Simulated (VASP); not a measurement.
Si2Ni:

```
Ni Si
1.0
     0.00000    2.75601    2.75601
     2.75601    0.00000    2.75601
     2.75601    2.75601    0.00000
Ni Si
1 2
Direct
  0.00000 0.00000 0.00000
  0.75000 0.75000 0.75000
  0.25000 0.25000 0.25000
```

Base run:

- Program: VASP 6.6.1
- Functional: PBE
- Potentials or basis: VASP PAW PBE potentials, release 64 (Ni, Si)
- Cutoff: 520 eV
- k mesh: 9 × 9 × 9
- Occupations: fermi-dirac, width 0.05 eV
- Spin: collinear spin, ferromagnetic start
- Starting moments: [1.0, 0.0, 0.0] μB

Its results: band gap on the k mesh zero (filled and empty bands overlap); pressure -4.6 GPa; net moment 0.00 μB per cell.

**Question.** The run is repeated on the same cell with these changes: functional from PBE to r2SCAN. What comes out?

**Answer.** Band gap on the k mesh zero (filled and empty bands overlap); pressure -9.1 GPa; net moment 0.00 μB per cell.

Caveats: the PAW data sets were made with another functional, which shifts forces and pressure a little (some runs).
